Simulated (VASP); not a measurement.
# Cu (Fm-3m) in VASP: notebook

Cu is run at these levels: PBE, BLYP+D4; tasks: single point.

All numbers are computed with VASP 6.6.1; they aren't measurements. Logs are shortened: lines on timing, memory, paths and dates and some standing lists are left out, and cuts for length are marked.

## 1. The cell of the first run

Symmetry: Fm-3m, No. 225, cubic system. The conventional cell has a = 3.615 Å, b = 3.615 Å, c = 3.615 Å, α = 90.00°, β = 90.00°, γ = 90.00°. Within 3.4 Å of Cu (site symmetry m-3m) lie 12 Cu at 2.56 Å.

## 2. Single point, PBE

INCAR

```
PREC = Accurate ; ENCUT = 600
EDIFF = 1E-6 ; ISMEAR = 0
SIGMA = 0.018000000000000002 ; LREAL = False
LASPH = True ; NELM = 120
ALGO = Normal ; ISIF = 2
LWAVE = False ; LCHARG = True
GGA = PE ; LELF = True
LVHAR = True ; NBANDS = 12
GGA_COMPAT = False
```

KPOINTS

```
Automatic mesh
0
Gamma
  13 13 13
```

POSCAR

```
Cu
1.0
    0.0000000000      1.8075000000      1.8075000000
    1.8075000000      0.0000000000      1.8075000000
    1.8075000000      1.8075000000      0.0000000000
Cu
1
Direct
    0.0000000000      0.0000000000      0.0000000000
```

Potentials or basis: VASP PAW PBE potentials, release 64 (Cu).

Command:

```
> cat potpaw_PBE.64/Cu/POTCAR > POTCAR
> mpirun -np 1 vasp_std > vasp.out
```

OUTCAR:

```text
PREC = Accurate
   ENCUT = 600
   EDIFF = 1E-6
   ISMEAR = 0
   LREAL = False
   LASPH = True
   NELM = 120
   ISIF = 2
   GGA = PE

 ion  position               nearest neighbor table
   1  0.000  0.000  0.000-

  LATTYP: Found a face centered cubic cell.
 ALAT       =     3.6150000000

  Lattice vectors:

 A1 = (   0.0000000000,   1.8075000000,   1.8075000000)
 A2 = (   1.8075000000,   0.0000000000,   1.8075000000)
 A3 = (   1.8075000000,   1.8075000000,   0.0000000000)

Analysis of symmetry for initial positions (statically):
=====================================================================
 Subroutine PRICEL returns:
 Original cell was already a primitive cell.

 Routine SETGRP: Setting up the symmetry group for a
 face centered cubic supercell.

 Subroutine GETGRP returns: Found 48 space group operations
[... 9 lines left out ...]

 Routine SETGRP: Setting up the symmetry group for a
 face centered cubic supercell.

 Subroutine GETGRP returns: Found 48 space group operations
[... 11 lines left out ...]
                                     Primitive cell

  volume of cell :      11.8104

  direct lattice vectors                    reciprocal lattice vectors
     0.000000000  1.807500000  1.807500000    -0.276625173  0.276625173  0.276625173
     1.807500000  0.000000000  1.807500000     0.276625173 -0.276625173  0.276625173
     1.807500000  1.807500000  0.000000000     0.276625173  0.276625173 -0.276625173

  length of vectors
     2.556191014  2.556191014  2.556191014     0.479128854  0.479128854  0.479128854

  position of ions in fractional coordinates (direct lattice)
     0.000000000  0.000000000  0.000000000

  ion indices of the primitive-cell ions
   primitive index   ion index
                 1           1

----------------------------------------------------------------------------------------

 KPOINTS: Automatic mesh

Automatic generation of k-mesh.
 Grid dimensions read from file:
 generate k-points for:   13   13   13

 Generating k-lattice:

  Cartesian coordinates                     Fractional coordinates (reciprocal lattice)
    -0.021278859  0.021278859  0.021278859     0.076923077  0.000000000  0.000000000
     0.021278859 -0.021278859  0.021278859     0.000000000  0.076923077  0.000000000
     0.021278859  0.021278859 -0.021278859     0.000000000  0.000000000  0.076923077

  Length of vectors
     0.036856066  0.036856066  0.036856066

  Shift w.r.t. Gamma in fractional coordinates (k-lattice)
     0.000000000  0.000000000  0.000000000

 Subroutine IBZKPT returns following result:
 ===========================================

 Found     84 irreducible k-points:

 Following reciprocal coordinates:
            Coordinates               Weight
  0.000000  0.000000  0.000000      1.000000
  0.076923  0.000000  0.000000      8.000000
  0.153846  0.000000  0.000000      8.000000
  0.230769  0.000000  0.000000      8.000000
  0.307692  0.000000  0.000000      8.000000
  0.384615  0.000000  0.000000      8.000000
[... 16 lines left out ...]
  0.384615  0.153846  0.000000     24.000000
  0.461538  0.153846  0.000000     24.000000
 [... further k-points ...]
   k-points           NKPTS =     84   k-points in BZ     NKDIM =     84   number of bands    NBANDS=     12
   number of dos      NEDOS =    301   number of ions     NIONS =      1
   total plane-waves  NPLWV =   8000
   dimension x,y,z NGX =    20 NGY =   20 NGZ =   20
   dimension x,y,z NGXF=    40 NGYF=   40 NGZF=   40
   ions per type =               1
   NGX,Y,Z   is equivalent  to a cutoff of  13.01, 13.01, 13.01 a.u.
   NGXF,Y,Z  is equivalent  to a cutoff of  26.01, 26.01, 26.01 a.u.
 SYSTEM =  unknown system
   PREC   = accura    normal or accurate (medium, high low for compatibility)
   ISTART =      0    job   : 0-new  1-cont  2-samecut
   ICHARG =      2    charge: 1-file 2-atom 10-const
   ISPIN  =      1    spin polarized calculation?
   LNONCOLLINEAR =      F non collinear calculations
   LSORBIT =      F    spin-orbit coupling
   LASPH  =      T    aspherical Exc in radial PAW
   ENCUT  =  600.0 eV  44.10 Ry    6.64 a.u.   5.11  5.11  5.11*2*pi/ulx,y,z
   NELM   =    120;   NELMIN=  2; NELMDL= -5     # of ELM steps
   EDIFF  = 0.1E-05   stopping-criterion for ELM
   LREAL  =      F    real-space projection
   EDIFFG = 0.1E-04   stopping-criterion for IOM
   NSW    =      0    number of steps for IOM
   IBRION =     -1    ionic relax: 0-MD 1-quasi-New 2-CG
   NFREE  =      0    steps in history (QN), initial steepest desc. (CG)
   ISIF   =      2    stress and relaxation
   ISYM   =      2    0-nonsym 1-usesym 2-fastsym
   POTIM  = 0.5000    time-step for ionic-motion
   TEBEG  =    0.0;   TEEND  =   0.0 temperature during run
   PSTRESS=    0.0 pullay stress
   NELECT =      11.0000    total number of electrons
   NUPDOWN=      -1.0000    fix difference up-down
   EMIN   =  10.00;   EMAX   =-10.00  energy-range for DOS
   EFERMI =   0.00;   METHOD = LEGACY
   ISMEAR =     0;   SIGMA  =   0.02  broadening in eV -4-tet -1-fermi 0-gaus
   EFERMI_NEDOS =   21; number of points for ismear=-14 and -15
   IALGO  =     38    algorithm
   IMIX   =      4    mixing-type and parameters
     AMIX     =   0.40;   BMIX     =  1.00
     AMIX_MAG =   1.60;   BMIX_MAG =  1.00
  volume/ion in A,a.u.               =      11.81        79.70
  Fermi-wavevector in a.u.,A,eV,Ry     =   1.598763  3.021224 34.777078  2.556043
  Thomas-Fermi vector in A             =   2.696162
   LORBIT       =      0    0 simple, 1 ext, 2 COOP (PROOUT), +10 PAW based schemes
   GGA     = PE    functional components
   LHFCALC =     F    Hartree Fock is set to
   AEXX    =    0.0000 exact exchange contribution
   IVDW    =     0    specifies the selected vdW correction
   LEPSILON=     F    determine dielectric tensor
   LRPA    =     F    only Hartree local field effects (RPA)
 non-spin polarized calculation
 Gauss-broadening in eV      SIGMA  =   0.02
  energy-cutoff  :      600.00
  volume of cell :       11.81
 maximum number of plane-waves:       411
   NGX = 11   NGY = 11   NGZ = 11

 number of electron      11.0000001 magnetization

 Free energy of the ion-electron system (eV)
  ---------------------------------------------------
  ext. energy  EPLUGINS =         0.00000000
  ---------------------------------------------------
  free energy    TOTEN  =        -3.72691594 eV

  energy without entropy =       -3.72680228  energy(sigma->0) =       -3.72685911

 E-fermi :   7.7915     XC(G=0): -12.7264

 val. band max:        7.7774538718   @ k =   0.4615   0.3077   0.0000
 cond. band min:       7.8069077050   @ k =  -0.3846   0.1538   0.0000
 fundamental gap:      0.0294538333
 Fermi energy:         7.7915318185

 k-point     1 :       0.0000    0.0000    0.0000
  band No.  band energies     occupation
      1      -1.7660      2.00000
      2       4.5521      2.00000
      3       4.5521      2.00000
      4       4.5521      2.00000
      5       5.3734      2.00000
      6       5.3734      2.00000
      7      30.1795      0.00000
      8      32.8235      0.00000
      9      32.8235      0.00000
     10      32.8235      0.00000
     11      35.3137      0.00000
     12      35.3137      0.00000

 k-point     2 :       0.0769    0.0000    0.0000
  band No.  band energies     occupation
      1      -1.5508      2.00000
      2       4.5073      2.00000
      3       4.5919      2.00000
      4       4.5919      2.00000
      5       5.3583      2.00000
      6       5.3583      2.00000
      7      28.7438      0.00000
      8      31.1144      0.00000
      9      32.2074      0.00000
     10      32.2075      0.00000
     11      36.2296      0.00000
     12      36.2296      0.00000

 k-point     3 :       0.1538    0.0000    0.0000
  band No.  band energies     occupation
      1      -0.9198      2.00000
      2       4.3977      2.00000
      3       4.6779      2.00000
      4       4.6779      2.00000
      5       5.3441      2.00000
      6       5.3441      2.00000
      7      24.8947      0.00000
      8      30.6751      0.00000
      9      31.2885      0.00000
     10      31.2885      0.00000
     11      37.1668      0.00000
     12      37.6552      0.00000

 k-point     4 :       0.2308    0.0000    0.0000
  band No.  band energies     occupation
      1       0.0686      2.00000
      2       4.3038      2.00000
      3       4.7146      2.00000
      4       4.7146      2.00000
      5       5.4178      2.00000
      6       5.4178      2.00000
      7      20.9731      0.00000
      8      30.2061      0.00000
      9      30.5516      0.00000
     10      30.5516      0.00000
     11      36.5387      0.00000
     12      36.5387      0.00000

 k-point     5 :       0.3077    0.0000    0.0000
  band No.  band energies     occupation
      1       1.2392      2.00000
      2       4.4100      2.00000
      3       4.6598      2.00000
      4       4.6598      2.00000
      5       5.6022      2.00000
      6       5.6022      2.00000
      7      17.3247      0.00000
      8      29.5888      0.00000
      9      30.0519      0.00000
     10      30.0519      0.00000
     11      34.7869      0.00000
     12      34.7869      0.00000

 k-point     6 :       0.3846    0.0000    0.0000
  band No.  band energies     occupation
      1       2.1425      2.00000
      2       4.5784      2.00000
      3       4.5784      2.00000
      4       5.1045      2.00000
      5       5.8014      2.00000
      6       5.8014      2.00000
      7      14.1054      0.00000
      8      29.0330      0.00000
      9      29.7735      0.00000
     10      29.7735      0.00000
     11      33.4670      0.00000
     12      33.4670      0.00000

 k-point     7 :       0.4615    0.0000    0.0000
  band No.  band energies     occupation
      1       2.4745      2.00000
      2       4.5258      2.00000
      3       4.5259      2.00000
      4       5.9249      2.00000
      5       5.9249      2.00000
      6       6.3112      2.00000
      7      11.7444      0.00000
      8      28.7141      0.00000
      9      29.6663      0.00000
     10      29.6663      0.00000
     11      32.7524      0.00000
     12      32.7524      0.00000

 k-point     8 :       0.0769    0.0769    0.0000
  band No.  band energies     occupation
      1      -1.4793      2.00000
      2       4.4680      2.00000
      3       4.6200      2.00000
      4       4.6200      2.00000
      5       5.2978      2.00000
      6       5.4042      2.00000
      7      29.3237      0.00000
      8      30.6463      0.00000
      9      30.6463      0.00000
     10      31.7560      0.00000
     11      36.7799      0.00000
     12      37.6217      0.00000
[... 166 lines left out ...]
 k-point    20 :       0.1538    0.1538    0.0000
  band No.  band energies     occupation
      1      -0.6429      2.00000
      2       4.2377      2.00000
      3       4.8175      2.00000
      4       4.8175      2.00000
      5       5.1040      2.00000
      6       5.4899      2.00000
      7      27.8149      0.00000
      8      27.8149      0.00000
      9      27.9378      0.00000
     10      29.7842      0.00000
     11      33.8775      0.00000
     12      39.9714      0.00000

 k-point    21 :       0.2308    0.1538    0.0000
  band No.  band energies     occupation
      1       0.0837      2.00000
      2       4.0928      2.00000
      3       4.8294      2.00000
      4       4.9308      2.00000
      5       5.1532      2.00000
      6       5.5623      2.00000
      7      24.1122      0.00000
      8      26.6492      0.00000
      9      28.0434      0.00000
     10      29.8209      0.00000
     11      32.4493      0.00000
     12      39.9396      0.00000

 k-point    22 :       0.3077    0.1538    0.0000
  band No.  band energies     occupation
      1       1.0997      2.00000
      2       3.9887      2.00000
      3       4.6560      2.00000
      4       4.9572      2.00000
      5       5.5239      2.00000
      6       5.7026      2.00000
      7      20.2971      0.00000
      8      25.8981      0.00000
      9      27.2123      0.00000
     10      28.8283      0.00000
     11      34.1841      0.00000
     12      39.1854      0.00000

 k-point    23 :       0.3846    0.1538    0.0000
  band No.  band energies     occupation
      1       2.1471      2.00000
      2       4.0330      2.00000
      3       4.5013      2.00000
      4       4.9023      2.00000
      5       5.8657      2.00000
      6       6.1582      2.00000
      7      16.7600      0.00000
      8      25.5965      0.00000
      9      25.8406      0.00000
     10      28.1541      0.00000
     11      37.0281      0.00000
     12      38.4943      0.00000

 k-point    24 :       0.4615    0.1538    0.0000
  band No.  band energies     occupation
      1       2.7606      2.00000
      2       4.1974      2.00000
      3       4.5636      2.00000
      4       4.8271      2.00000
      5       5.9580      2.00000
      6       7.2495      2.00000
      7      13.6616      0.00000
      8      24.4474      0.00000
      9      25.7801      0.00000
     10      27.9921      0.00000
     11      37.7277      0.00000
     12      37.8348      0.00000

 [... further k-points ...]
[... 5 lines left out ...]
  --------------------------------------------------------------------------------------
  -------------------------------------------------------------------------------------
  Total        0.1671178      0.1671178      0.1671178     -0.0000000     -0.0000000      0.0000000
  in kB       22.6708770     22.6708770     22.6708770     -0.0000000     -0.0000000      0.0000000
  external PRESSURE =      22.6708770 kB  Pullay stress =       0.0000000 kB

 VOLUME and BASIS-vectors are now :
 -----------------------------------------------------------------------------
  energy-cutoff  :      600.00
  volume of cell :       11.81
      direct lattice vectors                 reciprocal lattice vectors
     0.000000000  1.807500000  1.807500000    -0.276625173  0.276625173  0.276625173
     1.807500000  0.000000000  1.807500000     0.276625173 -0.276625173  0.276625173
     1.807500000  1.807500000  0.000000000     0.276625173  0.276625173 -0.276625173

 POSITION                                       TOTAL-FORCE (eV/Angst)
 -----------------------------------------------------------------------------------
      0.00000      0.00000      0.00000         0.000000      0.000000      0.000000
 -----------------------------------------------------------------------------------
    total drift:                               -0.000000     -0.000000     -0.000000

  FREE ENERGIE OF THE ION-ELECTRON SYSTEM (eV)
  ---------------------------------------------------
  free  energy   TOTEN  =        -3.7269159379 eV

  energy  without entropy=       -3.7268022832  energy(sigma->0) =       -3.72685911
```

Wall time 5.6 s (1 thread of AMD EPYC 9R45 (Zen 5), shared host); peak memory 0.1 GiB.

Results:

| Quantity | Value |
| --- | --- |
| Free energy | -3.7269 eV |
| Pressure | 2.3 GPa |

## 3. Single point, PBE

INCAR

```
  PREC = Accurate
  ENCUT = 600
  EDIFF = 1E-6
  ISMEAR = 0
  SIGMA = 0.020999999999999998
  LREAL = F
  LASPH = T
  NELM = 120
  ALGO = Normal
  ISIF = 2
  LWAVE = F
  LCHARG = F
  GGA = PE
  NBANDS = 12
  GGA_COMPAT = F
```

KPOINTS

```
regular mesh
0
Gamma
  13 13 13
```

POSCAR is that of step 2.

Potentials or basis: VASP PAW PBE potentials, release 64 (Cu).

Command:

```
> cat potpaw_PBE.64/Cu/POTCAR > POTCAR
> mpirun -np 1 vasp_std > vasp.out
```

It took 5.4 s on 1 thread of AMD EPYC 9R45 (Zen 5), shared host; peak memory 0.1 GiB.

The run converged. Its results:

```yaml
Free_energy: -3.7269 eV
Pressure: 2.3 GPa
```

Levels at points of the mesh, in eV from the Fermi level:
| k point | band 4 | band 5 | band 6 | band 7 | band 8 | band 9 |
| --- | --- | --- | --- | --- | --- | --- |
| (0.00, 0.00, 0.00) | -3.24 | -2.42 | -2.42 | 22.39 | 25.03 | 25.03 |

## 4. Single point, BLYP+D4

This run uses another cell than the first one, of 11.57 Å³/atom, 0.980 times its volume.

INCAR

```
PREC = Accurate ; ENCUT = 600
EDIFF = 1E-6 ; ISMEAR = -1
SIGMA = 0.05 ; LREAL = False
LASPH = True ; NELM = 120
ALGO = Normal ; ISIF = 2
LWAVE = False ; LCHARG = False
GGA = B5 ; ALDAX = 1.0
AGGAX = 1.0 ; AGGAC = 1.0
ALDAC = 0.0 ; IVDW = 13
VDW_S6 = 1.0 ; VDW_S8 = 2.34076671
VDW_A1 = 0.44488865 ; VDW_A2 = 4.0933009
NBANDS = 12 ; GGA_COMPAT = False
```

KPOINTS

```
Automatic mesh
0
Gamma
  13 13 13
```

POSCAR

```
Cu
1.0
    0.0000000000      1.7953687620      1.7953687620
    1.7953687620      0.0000000000      1.7953687620
    1.7953687620      1.7953687620      0.0000000000
Cu
1
Direct
    0.0000000000      0.0000000000      0.0000000000
```

Potentials or basis: VASP PAW PBE potentials, release 64 (Cu).

Command:

```
> cat potpaw_PBE.64/Cu/POTCAR > POTCAR
> mpirun -np 1 vasp_std > vasp.out
```

OUTCAR:

```text
PREC = Accurate
   ENCUT = 600
   EDIFF = 1E-6
   ISMEAR = -1
   LREAL = False
   LASPH = True
   NELM = 120
   ISIF = 2
   GGA = B5
   IVDW = 13

 ion  position               nearest neighbor table
   1  0.000  0.000  0.000-

  LATTYP: Found a face centered cubic cell.
 ALAT       =     3.5907375240

  Lattice vectors:

 A1 = (   0.0000000000,   1.7953687620,   1.7953687620)
 A2 = (   1.7953687620,   0.0000000000,   1.7953687620)
[... 537 lines left out ...]
     11      38.8846      0.00000
     12      39.1119      0.00000

 [... further k-points ...]

------------------------ aborting loop because EDIFF is reached ----------------------------------------

  DFT-D4 for vdW energy calculation

  Edisp (eV):   -1.11462

  FORCE on cell =-STRESS in cart. coord.  units (eV):
  Direction    XX          YY          ZZ          XY          YZ          ZX
  --------------------------------------------------------------------------------------
  -------------------------------------------------------------------------------------
  Total      -0.09044    -0.09044    -0.09044     0.00000     0.00000     0.00000
  in kB     -12.51981   -12.51981   -12.51981     0.00000     0.00000     0.00000
  external pressure =      -12.52 kB  Pullay stress =        0.00 kB

 VOLUME and BASIS-vectors are now :
 -----------------------------------------------------------------------------
  energy-cutoff  :      600.00
  volume of cell :       11.57
      direct lattice vectors                 reciprocal lattice vectors
     0.000000000  1.795368762  1.795368762    -0.278494319  0.278494319  0.278494319
     1.795368762  0.000000000  1.795368762     0.278494319 -0.278494319  0.278494319
     1.795368762  1.795368762  0.000000000     0.278494319  0.278494319 -0.278494319

 POSITION                                       TOTAL-FORCE (eV/Angst)
 -----------------------------------------------------------------------------------
      0.00000      0.00000      0.00000        -0.000000      0.000000      0.000000
 -----------------------------------------------------------------------------------
    total drift:                                0.000000      0.000000      0.000000

  FREE ENERGIE OF THE ION-ELECTRON SYSTEM (eV)
  ---------------------------------------------------
  free  energy   TOTEN  =        -4.0502019467 eV

  energy  without entropy=       -4.0476250472  energy(sigma->0) =       -4.04891350
```

OSZICAR:

```text
N       E                     dE             d eps       ncg     rms          rms(c)
DAV:   1     0.470500231475E+02    0.47050E+02   -0.59292E+03  2236   0.173E+03
DAV:   2    -0.224801283965E+01   -0.49298E+02   -0.45498E+02  2040   0.218E+02
DAV:   3    -0.375870566971E+01   -0.15107E+01   -0.15026E+01  2396   0.436E+01
DAV:   4    -0.376837558739E+01   -0.96699E-02   -0.96687E-02  2276   0.307E+00
DAV:   5    -0.376846928166E+01   -0.93694E-04   -0.93693E-04  2440   0.306E-01    0.734E+00
DAV:   6    -0.326188211985E+01    0.50659E+00   -0.12715E+01  2392   0.697E+01    0.352E+00
DAV:   7    -0.294809414719E+01    0.31379E+00   -0.19187E+00  2404   0.273E+01    0.532E-01
DAV:   8    -0.293710874950E+01    0.10985E-01   -0.49002E-03  2416   0.112E+00    0.294E-01
DAV:   9    -0.293557380808E+01    0.15349E-02   -0.81650E-03  2504   0.160E+00    0.234E-02
DAV:  10    -0.293558145331E+01   -0.76452E-05   -0.38440E-05  2676   0.930E-02    0.539E-03
DAV:  11    -0.293558154144E+01   -0.88128E-07   -0.10051E-06  2412   0.125E-02
   1 F= -.40502019E+01 E0= -.40489135E+01  d E =-.257690E-02
```

Wall time 13 s (1 thread of Intel Xeon Platinum 8259CL at 2.50GHz (Skylake/Cascade Lake), shared host); peak memory 0.13 GiB.

Results:

```
Free energy                : -4.0502 eV
Pressure                   : -1.3 GPa
Dispersion energy per atom : -1.115 eV
```

Levels at points of the mesh, in eV from the Fermi level:
```tsv
k point	band 2	band 3	band 4	band 5	band 6	band 7	band 8	band 9	band 10	band 11
(0.00, 0.00, 0.00)	-3.40	-3.40	-3.40	-2.56	-2.56	22.89	25.31	25.31	25.31	27.96
```

Caveat: the PAW data sets were made with another functional, which shifts forces and pressure a little; pairwise dispersion overbinds metals, which lowers pressure and volume.

[end of part 1 of 2]
